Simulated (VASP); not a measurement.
Set up this calculation in VASP 6.6.1, as the native input.

```yaml
Task: single point
Functional: PBE
Potentials_or_basis: VASP PAW PBE potentials, release 64 (Li_sv, Cl)
Cutoff: 520 eV
k_mesh: 6 × 6 × 6
Occupations: gaussian, width 0.01 eV
Spin: no spin polarisation
Dipole_correction: no
Further_INCAR_settings: ALGO = Normal; EDIFF = 1e-06; NBANDS = 12
```

The structure of LiCl lies in POSCAR:

```
LiCl
1.0
    0.0000000000      2.6327181046      2.6327181046
    2.6327181046      0.0000000000      2.6327181046
    2.6327181046      2.6327181046      0.0000000000
Li Cl
1 1
Direct
    0.0000000000      0.0000000000      0.0000000000
    0.5000000000      0.5000000000      0.5000000000
```

This cell differs from its parent crystal: strain +3.0%.

These files were run (other wordings do the same):

INCAR

```
PREC     = Accurate       # precision mode
ENCUT    = 520            # plane-wave cutoff, eV
EDIFF    = 1E-6           # SCF threshold, eV
ISMEAR   = 0              # smearing method
SIGMA    = 0.01           # smearing width, eV
LREAL    = F              # projectors in reciprocal space
LASPH    = T              # aspherical terms in the spheres
NELM     = 100            # most SCF steps
ALGO     = Normal         # electronic algorithm
ISIF     = 2              # what is computed and relaxed
LWAVE    = F              # write WAVECAR
LCHARG   = F              # write CHGCAR
GGA      = PE             # functional
NBANDS   = 12             # bands
```

KPOINTS

```
Automatic mesh
0
Gamma
  6 6 6
```

Potentials or basis: VASP PAW PBE potentials, release 64 (Li_sv, Cl).

Run with:

```console
$ cat potpaw_PBE.64/Li_sv/POTCAR potpaw_PBE.64/Cl/POTCAR > POTCAR
$ mpirun -np 1 vasp_std > vasp.out
```

Results of the run:

| Property | Result |
| --- | --- |
| Band gap on the k mesh | 5.92 eV, direct |

Caveat: the cell differs from its parent crystal (strain +3.0%).

It took 7 s on 1 thread of AMD EPYC 7R43 64-Core Processor (Zen 3), on a shared host, peak memory 0.11 GiB.
